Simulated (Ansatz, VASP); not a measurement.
Pd in VASP and in Ansatz

File INCAR:

```
  ALGO = Normal
  EDIFF = 1E-6
  EDIFFG = -0.01
  ENCUT = 600
  GGA = PE
  IBRION = 2
  ISIF = 3
  ISMEAR = 0
  LASPH = T
  LCHARG = F
  LREAL = F
  LWAVE = F
  NELM = 80
  NSW = 100
  PREC = Accurate
  SIGMA = 0.1
```

KPOINTS

```
k-points
0
Gamma
  24 24 24
```

File POSCAR:

```
Pd
1.0
   -1.5673489367      1.5673489367      1.5673489367
    1.5673489367     -1.5673489367      1.5673489367
    1.5673489367      1.5673489367     -1.5673489367
Pd
1
Direct
    0.0000000000      0.0000000000      0.0000000000
```

Input for Ansatz:

```yaml
crystal:
  lattice:
    - [-1.5673489367, 1.5673489367, 1.5673489367]
    - [1.5673489367, -1.5673489367, 1.5673489367]
    - [1.5673489367, 1.5673489367, -1.5673489367]
  atoms:
    - { symbol: Pd, position: [0.0, 0.0, 0.0] }
basis:
  ecutwfc: 420
kpoints:
  mp_grid: { grid: [24, 24, 24] }
hamiltonian:
  xc: pbe
scf:
  occupations: { method: gaussian, width: 0.1 }
output:
  forces: true
  stress: true
  eigenvalues: true
relax:
  adjacent_minimum: "off"
  f_tol: 0.01
  max_steps: 80
  cell: { stress_tol: 0.05 }
```

Alike in both runs: task relaxation of cell and atoms; functional PBE; k mesh 24 × 24 × 24; occupations gaussian, width 0.1 eV; no spin polarisation.

|  | VASP | Ansatz |
| --- | --- | --- |
| version | VASP 6.6.1 | Ansatz 0.2.0 |
| potentials or method | VASP PAW PBE potentials, release 64 (Pd), cutoff 600 eV | scalar-relativistic, plane waves, PAW |
| valence electrons in the cell | 10 | 18 |

VASP gave:

```
gap on the k mesh at the Fermi level, each at its own relaxed structure (eV) : none
relaxed volume (Å³/atom)                                                     : 15.41
relaxed cell length with the largest relative difference (Å)                 : 2.716
```

Task: What did Ansatz give for the same quantities?

Result: gap on the k mesh at the Fermi level, each at its own relaxed structure (eV): none; relaxed volume (Å³/atom): 15.45; relaxed cell length with the largest relative difference (Å): 2.717.

A gap of «none» marks a metal or a gap that the smearing closes. VASP's potentials hold 10 valence electrons a cell and Ansatz's 18, so a difference there can come from the potentials and not from the codes.
